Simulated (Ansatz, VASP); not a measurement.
## Two plane-wave programs on Hf6Al2O15

```xyz
23
Lattice="10.5379 0.0000 0.0000 0.0000 5.0433 0.0181 0.0000 0.0181 5.0433" Properties=species:S:1:pos:R:3 pbc="T T T"
Al   -0.3402   -0.2532    0.2532
Al   -0.3402    2.7839    2.2775
Hf    5.2933   -0.0230    0.0230
Hf    5.2933    2.5537    2.5077
Hf    2.5979   -0.0597    2.4529
Hf    7.9664    0.0760    2.5886
Hf    2.5979    2.5904    0.0778
Hf    7.9664    2.4547   -0.0579
O     6.3263    1.2744    3.7870
O     1.6487    3.7960    3.7960
O     6.9495    3.7960    3.7960
O     0.8521    3.7870    1.2744
O     6.3021    3.7870    1.2744
O     1.6487    1.2653    1.2653
O     6.9495    1.2653    1.2653
O     4.3136    1.2653    1.2653
O     9.6014    1.2653    1.2653
O     3.7030    3.7870    1.2744
O     8.8937    3.7870    1.2744
O     4.3136    3.7960    3.7960
O     9.6014    3.7960    3.7960
O     3.3839    1.2744    3.7870
O     9.0774    1.2744    3.7870
```

Alike in both runs: functional PBE; k mesh 2 × 4 × 4; occupations gaussian, width 0.1 eV; no spin polarisation.

Ansatz relaxed the structure, and its values are those at the end. VASP's run is a single point on that final structure, the one shown.

```csv
,VASP,Ansatz
version,VASP 6.6.1,Ansatz 0.2.0
potentials or method,"VASP PAW PBE potentials, release 64 (Al, Hf_pv, O), cutoff 520 eV","scalar-relativistic, plane waves, PAW"
valence electrons in the cell,156,252
```

VASP gave:

* gap on the k mesh at the Fermi level (eV): 3.21
* least direct gap on the mesh (eV): 3.26
* pressure (GPa): -2.2
* rms of the force components (eV/Å): 0.045

Q: What did Ansatz give for the same quantities?

A: gap on the k mesh at the Fermi level (eV): 3.22; least direct gap on the mesh (eV): 3.27; pressure (GPa): 0.1; rms of the force components (eV/Å): 0.013.

With one functional, cell and mesh, what is left measures potentials, basis and numerics. VASP's potentials hold 156 valence electrons a cell and Ansatz's 252, so a difference there can come from the potentials and not from the codes.

Spin-orbit coupling is off throughout.
